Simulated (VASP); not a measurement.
Input of a VASP 6.6.1 run:

INCAR

```
SYSTEM = Hf3N3O
ALGO = Normal
DIPOL = 0.5 0.5 0.486
EDIFF = 1E-6
ENCUT = 520
GGA = PS
IDIPOL = 3
ISIF = 2
ISMEAR = 0
LASPH = .TRUE.
LCHARG = .FALSE.
LDIPOL = .TRUE.
LREAL = .FALSE.
LWAVE = .FALSE.
NBANDS = 34
NELM = 60
PREC = Accurate
SIGMA = 0.1
```

Contents of KPOINTS:

```
k-points
0
G
  9 9 1
  0 0 0
```

The input POSCAR:

```
Hf3N3O
1.0
    3.1830776024      0.0000000000      0.0000000000
   -1.5915388012      2.7566260659      0.0000000000
    0.0000000000      0.0000000000     25.4974299479
N Hf O
3 3 1
Direct
    0.3333333334      0.6666666667      0.3333669321
    0.0000000000      0.0000000000      0.4352976751
    0.6668196159      0.3336392317      0.5396812918
    0.6666666666      0.3333333333      0.3843323037
    0.3334258288      0.6668516576      0.4870770521
    0.0002639714      0.0005279428      0.5903471108
    0.3335937756      0.6671875511      0.6290132834
```

Potentials or basis: VASP PAW PBE potentials, release 64 (N, Hf_pv, O).

Launch:

```sh
$ cat potpaw_PBE.64/N/POTCAR potpaw_PBE.64/Hf_pv/POTCAR potpaw_PBE.64/O/POTCAR > POTCAR
$ mpirun -np 1 vasp_std > vasp.out
```

Problem. Predict the largest force.

Solution. 6.521 eV/Å.

Problem. Estimate the band gap on the k mesh.

Solution. Zero (an odd number of electrons rules out a gap without spin polarisation).

Forces in eV/Å, atoms in the order of the input:
```
N    0.000  0.000  5.052
N    0.000  0.004  1.559
N    0.000  0.001  0.032
Hf   0.000  0.000 -6.521
Hf   0.000 -0.001  0.023
Hf   0.000 -0.002  0.041
O    0.000 -0.002 -0.187
```

Caveat: the PAW data sets were made with another functional, which shifts forces and pressure a little; spin-orbit coupling is left out, which moves the levels of the heavy elements; an odd number of electrons without spin polarisation forces a metal; a magnetic or distorted state may lie lower.
